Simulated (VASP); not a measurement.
# Bi3O (I4/mmm) in VASP: notebook

The runs below take Bi3O through single point, with PBE.

All numbers are computed with VASP 6.6.1; they aren't measurements. Logs are shortened: lines on timing, memory, paths and dates and some standing lists are left out, and cuts for length are marked.

## Step 1: The cell of the first run

The structure is tetragonal, space group I4/mmm (No. 139). Conventional cell: a = 4.474 Å, b = 4.474 Å, c = 10.119 Å, α = 90.00°, β = 90.00°, γ = 90.00°. Bi (site symmetry 4/mmm) has 4 O at 3.16 Å and 8 Bi at 3.38 Å within 4.2 Å. Bi (site symmetry -4m2) has 8 Bi at 3.16 to 3.38 Å and 4 O at 3.38 Å within 4.2 Å. Within 4.2 Å of O (site symmetry 4/mmm) lie 12 Bi at 3.16 to 3.38 Å.

## Step 2: Single point, PBE

Input file INCAR:

```
PREC     = Accurate       # precision mode
ENCUT    = 520            # plane-wave cutoff, eV
EDIFF    = 1E-6           # SCF threshold, eV
ISMEAR   = 0              # smearing method
SIGMA    = 0.1            # smearing width, eV
LREAL    = False          # projectors in reciprocal space
LASPH    = True           # aspherical terms in the spheres
NELM     = 80             # most SCF steps
ALGO     = Normal         # electronic algorithm
ISIF     = 2              # what is computed and relaxed
LWAVE    = False          # write WAVECAR
LCHARG   = False          # write CHGCAR
GGA      = PE             # functional
NBANDS   = 34             # bands
```

Input file KPOINTS:

```
regular mesh
0
Gamma
  14 14 14
```

Input file POSCAR:

```
Bi3O
1.0
   -2.2371158572      2.2371158572      5.0597227203
    2.2371158572     -2.2371158572      5.0597227203
    2.2371158572      2.2371158572     -5.0597227203
Bi O
3 1
Direct
    0.5000000000      0.5000000000      0.0000000000
    0.2500000000      0.7500000000      0.5000000000
    0.7500000000      0.2500000000      0.5000000000
    0.0000000000      0.0000000000      0.0000000000
```

Potentials or basis: VASP PAW PBE potentials, release 64 (Bi_d, O).

The run is started by

```bash
$ cat potpaw_PBE.64/Bi_d/POTCAR potpaw_PBE.64/O/POTCAR > POTCAR
$ mpirun -np 1 vasp_std > vasp.out
```

OUTCAR:

```text
PREC = Accurate
   ENCUT = 520
   EDIFF = 1E-6
   ISMEAR = 0
   LREAL = False
   LASPH = True
   NELM = 80
   ISIF = 2
   GGA = PE

 ion  position               nearest neighbor table
   1  0.500  0.500  0.000-   2 3.38   3 3.38   2 3.38   3 3.38   2 3.38   3 3.38   2 3.38   3 3.38

   2  0.250  0.750  0.500-   3 3.16   3 3.16   3 3.16   3 3.16   1 3.38   1 3.38   1 3.38   1 3.38

   3  0.750  0.250  0.500-   2 3.16   2 3.16   2 3.16   2 3.16   1 3.38   1 3.38   1 3.38   1 3.38

   4  0.000  0.000  0.000-

  LATTYP: Found a body centered tetragonal cell.
 ALAT       =     4.4742317144
 C/A-ratio  =     2.2617168905

  Lattice vectors:

 A1 = (  -2.2371158572,   2.2371158572,   5.0597227203)
 A2 = (   2.2371158572,  -2.2371158572,   5.0597227203)
 A3 = (   2.2371158572,   2.2371158572,  -5.0597227203)

Analysis of symmetry for initial positions (statically):
=====================================================================
 Subroutine PRICEL returns:
 Original cell was already a primitive cell.

 Routine SETGRP: Setting up the symmetry group for a
 body centered tetragonal supercell.

 Subroutine GETGRP returns: Found 16 space group operations
 (whereof 16 operations were pure point group operations)
 out of a pool of 16 trial point group operations.

The static configuration has the point symmetry D_4h.

Analysis of symmetry for dynamics (positions and initial velocities):
=====================================================================
 Subroutine PRICEL returns:
 Original cell was already a primitive cell.

 Routine SETGRP: Setting up the symmetry group for a
 body centered tetragonal supercell.

 Subroutine GETGRP returns: Found 16 space group operations
 (whereof 16 operations were pure point group operations)
 out of a pool of 16 trial point group operations.

The dynamic configuration has the point symmetry D_4h.

 Subroutine INISYM returns: Found 16 space group operations
 (whereof 16 operations are pure point group operations),
 and found     1 'primitive' translations

----------------------------------------------------------------------------------------

                                     Primitive cell

  volume of cell :     101.2893

  direct lattice vectors                    reciprocal lattice vectors
    -2.237115857  2.237115857  5.059722720     0.000000000  0.223502059  0.098819644
     2.237115857 -2.237115857  5.059722720     0.223502059  0.000000000  0.098819644
     2.237115857  2.237115857 -5.059722720     0.223502059  0.223502059  0.000000000

  length of vectors
     5.967425636  5.967425636  5.967425636     0.244373674  0.244373674  0.316079643

  position of ions in fractional coordinates (direct lattice)
     0.500000000  0.500000000  0.000000000
     0.250000000  0.750000000  0.500000000
     0.750000000  0.250000000  0.500000000
     0.000000000  0.000000000  0.000000000

  ion indices of the primitive-cell ions
   primitive index   ion index
                 1           1
                 2           2
                 3           3
                 4           4

----------------------------------------------------------------------------------------

 KPOINTS: regular mesh

Automatic generation of k-mesh.
 Grid dimensions read from file:
 generate k-points for:   14   14   14

 Generating k-lattice:

  Cartesian coordinates                     Fractional coordinates (reciprocal lattice)
     0.000000000  0.015964433  0.007058546     0.071428571  0.000000000 -0.000000000
     0.015964433  0.000000000  0.007058546     0.000000000  0.071428571 -0.000000000
     0.015964433  0.015964433  0.000000000     0.000000000  0.000000000  0.071428571

  Length of vectors
     0.017455262  0.017455262  0.022577117

  Shift w.r.t. Gamma in fractional coordinates (k-lattice)
     0.000000000  0.000000000  0.000000000

 Subroutine IBZKPT returns following result:
 ===========================================

 Found    244 irreducible k-points:

 Following reciprocal coordinates:
            Coordinates               Weight
  0.000000  0.000000  0.000000      1.000000
  0.071429  0.000000  0.000000      8.000000
  0.142857  0.000000 -0.000000      8.000000
  0.214286  0.000000  0.000000      8.000000
  0.285714  0.000000  0.000000      8.000000
  0.357143  0.000000  0.000000      8.000000
[... 16 lines left out ...]
  0.214286  0.142857 -0.000000     16.000000
  0.285714  0.142857 -0.000000     16.000000
 [... further k-points ...]
   k-points           NKPTS =    244   k-points in BZ     NKDIM =    244   number of bands    NBANDS=     34
   number of dos      NEDOS =    301   number of ions     NIONS =      4
   total plane-waves  NPLWV = 110592
   dimension x,y,z NGX =    48 NGY =   48 NGZ =   48
   dimension x,y,z NGXF=    96 NGYF=   96 NGZF=   96
   ions per type =               3   1
   NGX,Y,Z   is equivalent  to a cutoff of  13.37, 13.37, 13.37 a.u.
   NGXF,Y,Z  is equivalent  to a cutoff of  26.74, 26.74, 26.74 a.u.
 SYSTEM =  unknown system
   PREC   = accura    normal or accurate (medium, high low for compatibility)
   ISTART =      0    job   : 0-new  1-cont  2-samecut
   ICHARG =      2    charge: 1-file 2-atom 10-const
   ISPIN  =      1    spin polarized calculation?
   LNONCOLLINEAR =      F non collinear calculations
   LSORBIT =      F    spin-orbit coupling
   LASPH  =      T    aspherical Exc in radial PAW
   ENCUT  =  520.0 eV  38.22 Ry    6.18 a.u.  11.10 11.10 11.10*2*pi/ulx,y,z
   NELM   =     80;   NELMIN=  2; NELMDL= -5     # of ELM steps
   EDIFF  = 0.1E-05   stopping-criterion for ELM
   LREAL  =      F    real-space projection
   EDIFFG = 0.1E-04   stopping-criterion for IOM
   NSW    =      0    number of steps for IOM
   IBRION =     -1    ionic relax: 0-MD 1-quasi-New 2-CG
   NFREE  =      0    steps in history (QN), initial steepest desc. (CG)
   ISIF   =      2    stress and relaxation
   ISYM   =      2    0-nonsym 1-usesym 2-fastsym
   POTIM  = 0.5000    time-step for ionic-motion
   TEBEG  =    0.0;   TEEND  =   0.0 temperature during run
   PSTRESS=    0.0 pullay stress
   NELECT =      51.0000    total number of electrons
   NUPDOWN=      -1.0000    fix difference up-down
   EMIN   =  10.00;   EMAX   =-10.00  energy-range for DOS
   EFERMI =   0.00;   METHOD = LEGACY
   ISMEAR =     0;   SIGMA  =   0.10  broadening in eV -4-tet -1-fermi 0-gaus
   EFERMI_NEDOS =   21; number of points for ismear=-14 and -15
   IALGO  =     38    algorithm
   IMIX   =      4    mixing-type and parameters
     AMIX     =   0.40;   BMIX     =  1.00
     AMIX_MAG =   1.60;   BMIX_MAG =  1.00
  volume/ion in A,a.u.               =      25.32       170.88
  Fermi-wavevector in a.u.,A,eV,Ry     =   1.302398  2.461175 23.078748  1.696240
  Thomas-Fermi vector in A             =   2.433469
   LORBIT       =      0    0 simple, 1 ext, 2 COOP (PROOUT), +10 PAW based schemes
   GGA     = PE    functional components
   LHFCALC =     F    Hartree Fock is set to
   AEXX    =    0.0000 exact exchange contribution
   IVDW    =     0    specifies the selected vdW correction
   LEPSILON=     F    determine dielectric tensor
   LRPA    =     F    only Hartree local field effects (RPA)
 non-spin polarized calculation
 Gauss-broadening in eV      SIGMA  =   0.10
  energy-cutoff  :      520.00
  volume of cell :      101.29
 maximum number of plane-waves:      2786
 NGX is ok and might be reduce to    48
   NGX = 23   NGY = 23   NGZ = 23

 number of electron      50.9999997 magnetization

 Free energy of the ion-electron system (eV)
  ---------------------------------------------------
  ext. energy  EPLUGINS =         0.00000000
  ---------------------------------------------------
  free energy    TOTEN  =       -15.33323240 eV

  energy without entropy =      -15.30760560  energy(sigma->0) =      -15.32041900

 E-fermi :   7.2289     XC(G=0): -10.3393

 val. band max:        7.2265130161   @ k =   0.1429   0.0714  -0.0000
 cond. band min:       7.2318579399   @ k =   0.1429   0.1429   0.0714
 fundamental gap:      0.0053449238
 Fermi energy:         7.2289242001

 k-point     1 :       0.0000    0.0000    0.0000
  band No.  band energies     occupation
      1     -16.1325      2.00000
      2     -16.1034      2.00000
      3     -16.1034      2.00000
      4     -16.0961      2.00000
      5     -16.0790      2.00000
      6     -16.0403      2.00000
[... 26 lines left out ...]
     33      15.3630      0.00000
     34      15.5382      0.00000

 k-point     2 :       0.0714    0.0000    0.0000
  band No.  band energies     occupation
      1     -16.1268      2.00000
      2     -16.1044      2.00000
      3     -16.1039      2.00000
      4     -16.0963      2.00000
      5     -16.0793      2.00000
      6     -16.0398      2.00000
[... 26 lines left out ...]
     33      15.2875      0.00000
     34      15.6226      0.00000

 k-point     3 :       0.1429    0.0000   -0.0000
  band No.  band energies     occupation
      1     -16.1110      2.00000
      2     -16.1068      2.00000
      3     -16.1058      2.00000
      4     -16.0965      2.00000
      5     -16.0792      2.00000
      6     -16.0376      2.00000
[... 26 lines left out ...]
     33      14.6968      0.00000
     34      16.2156      0.00000
[... 704 lines left out ...]
 k-point    23 :       0.2143    0.1429   -0.0000
  band No.  band energies     occupation
      1     -16.1181      2.00000
      2     -16.1128      2.00000
      3     -16.0965      2.00000
      4     -16.0855      2.00000
      5     -16.0753      2.00000
      6     -16.0312      2.00000
[... 26 lines left out ...]
     33      14.7674      0.00000
     34      14.9851      0.00000

 k-point    24 :       0.2857    0.1429   -0.0000
  band No.  band energies     occupation
      1     -16.1205      2.00000
      2     -16.1144      2.00000
      3     -16.0959      2.00000
      4     -16.0803      2.00000
      5     -16.0681      2.00000
      6     -16.0154      2.00000
[... 26 lines left out ...]
     33      14.9373      0.00000
     34      15.5639      0.00000

 [... further k-points ...]

------------------------ aborting loop because EDIFF is reached ----------------------------------------

  FORCE on cell =-STRESS in cart. coord.  units (eV):
  Direction    XX          YY          ZZ          XY          YZ          ZX
  --------------------------------------------------------------------------------------
  -------------------------------------------------------------------------------------
  Total       -0.0669649     -0.0669649     -0.0475818      0.0000000      0.0000000     -0.0000000
  in kB       -1.0592392     -1.0592392     -0.7526409      0.0000000      0.0000000     -0.0000000
  external PRESSURE =      -0.9570398 kB  Pullay stress =       0.0000000 kB

 VOLUME and BASIS-vectors are now :
 -----------------------------------------------------------------------------
  energy-cutoff  :      520.00
  volume of cell :      101.29
      direct lattice vectors                 reciprocal lattice vectors
    -2.237115857  2.237115857  5.059722720     0.000000000  0.223502059  0.098819644
     2.237115857 -2.237115857  5.059722720     0.223502059  0.000000000  0.098819644
     2.237115857  2.237115857 -5.059722720     0.223502059  0.223502059  0.000000000

 POSITION                                       TOTAL-FORCE (eV/Angst)
 -----------------------------------------------------------------------------------
      0.00000      0.00000      5.05972         0.000000      0.000000      0.000000
      2.23712      0.00000      2.52986         0.000000     -0.000000     -0.000000
      0.00000      2.23712      2.52986        -0.000000      0.000000     -0.000000
      0.00000      0.00000      0.00000         0.000000      0.000000      0.000000
 -----------------------------------------------------------------------------------
    total drift:                                0.000000     -0.000000      0.000000

  FREE ENERGIE OF THE ION-ELECTRON SYSTEM (eV)
  ---------------------------------------------------
  free  energy   TOTEN  =       -15.3332323983 eV

  energy  without entropy=      -15.3076055958  energy(sigma->0) =      -15.32041900
```

Wall time 25 min (1 thread of AMD EPYC 9R45 (Zen 5), shared host); peak memory 0.76 GiB.

Results:

- Free energy: -15.3332 eV
- Pressure: -0.1 GPa
- Band gap on the k mesh: zero (an odd number of electrons rules out a gap without spin polarisation)

Caveat: spin-orbit coupling is left out, which moves the levels of the heavy elements; an odd number of electrons without spin polarisation forces a metal; a magnetic or distorted state may lie lower.

## Step 3: Single point, PBE

This run uses another cell than the first one, of 25.06 Å³/atom.

Input file INCAR:

```
PREC = Accurate ; ENCUT = 520
EDIFF = 1E-6 ; ISMEAR = 0
SIGMA = 0.1 ; LREAL = F
LASPH = T ; NELM = 80
ALGO = Normal ; ISIF = 2
LWAVE = F ; LCHARG = T
GGA = PE ; LELF = T
LVHAR = T ; NBANDS = 34
```

Input file KPOINTS:

```
regular mesh
0
Gamma
  6 6 6
```

Input file POSCAR:

```
Bi3O
1.0
   -2.2387510501      2.2387510501      5.0008465015
    2.2387510501     -2.2387510501      5.0008465015
    2.2387510501      2.2387510501     -5.0008465015
Bi O
3 1
Direct
    0.5000000000      0.5000000000      0.0000000000
    0.2500000000      0.7500000000      0.5000000000
    0.7500000000      0.2500000000      0.5000000000
    0.0000000000      0.0000000000      0.0000000000
```

Potentials or basis: VASP PAW PBE potentials, release 64 (Bi_d, O).

The run is started by

```bash
$ cat potpaw_PBE.64/Bi_d/POTCAR potpaw_PBE.64/O/POTCAR > POTCAR
$ mpirun -np 1 vasp_std > vasp.out
```

Run time: 3.1 min. Hardware: 1 thread of AMD EPYC 9R45 (Zen 5), shared host; peak memory 0.32 GiB.

Results (log left out):

```yaml
Free_energy: -15.3573 eV
Pressure: 0.3 GPa
Band_gap_on_the_k_mesh: zero (an odd number of electrons rules out a gap without spin polarisation)
```

Levels at points of the mesh, in eV from the Fermi level:
```csv
k point,band 23,band 24,band 25,band 26,band 27,band 28
"(0.00, 0.00, 0.00)",-2.28,-2.28,-1.23,0.37,0.72,0.72
"(0.50, 0.00, 0.00)",-1.60,-1.34,-1.23,-0.06,0.30,0.95
"(0.50, 0.50, 0.00)",-2.53,-1.54,-0.63,0.13,1.45,1.47
"(0.50, 0.50, 0.50)",-1.03,-1.03,-0.47,0.50,1.57,2.15
```

Caveat: spin-orbit coupling is left out, which moves the levels of the heavy elements; an odd number of electrons without spin polarisation forces a metal; a magnetic or distorted state may lie lower.
